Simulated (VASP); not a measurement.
A run of VASP 6.6.1 is set up as follows.

POSCAR

```
WS
1.0
    3.2524016641      0.0000000000      0.0000000000
    0.0000000000      3.2524016641      0.0000000000
    0.0000000000      0.0000000000      3.2524016641
W S
1 1
Direct
    0.0000000000      0.0000000000      0.0000000000
    0.5000000000      0.5000000000      0.5000000000
```

Contents of INCAR.step1:

```
PREC = Accurate
ENCUT = 520
ISMEAR = 0
SIGMA = 0.1
LREAL = False
LASPH = True
NELM = 150
LMAXMIX = 4
LDAU = True
LDAUTYPE = 2
LDAUL = 2 -1
LDAUU = 6.2 0
LDAUJ = 0 0
NBANDS = 17
GGA = PE
ALGO = Normal
EDIFF = 1E-4
LWAVE = True
LCHARG = False
```

INCAR.step2

```
PREC = Accurate
ENCUT = 520
EDIFF = 1E-6
ISMEAR = 0
SIGMA = 0.1
LREAL = False
LASPH = True
NELM = 150
ALGO = Normal
ISIF = 2
LWAVE = False
LCHARG = False
LMAXMIX = 4
LDAU = True
LDAUTYPE = 2
LDAUL = 2 -1
LDAUU = 6.2 0
LDAUJ = 0 0
LDAUPRINT = 1
METAGGA = R2SCAN
LMIXTAU = True
NBANDS = 17
ISTART = 1
```

The input KPOINTS:

```
regular mesh
0
Gamma
  14 14 14
```

Potentials or basis: VASP PAW PBE potentials, release 64 (W_sv, S).

Launch:

```bash
$ cat potpaw_PBE.64/W_sv/POTCAR potpaw_PBE.64/S/POTCAR > POTCAR
$ cp INCAR.step1 INCAR
$ mpirun -np 1 vasp_std > vasp.out
$ cp INCAR.step2 INCAR
$ mpirun -np 1 vasp_std > vasp.out
```

(1) Estimate the band gap on the k mesh.

(2) What does it give for the pressure?

## Answers

(1) zero (band 10 reaches 10.52 eV, above the bottom of band 11 at 9.60 eV).

(2) -10.1 GPa.

Caveat: the PAW data sets were made with another functional, which shifts forces and pressure a little; spin-orbit coupling is left out, which moves the levels of the heavy elements; U without spin polarisation on a metal has little footing.
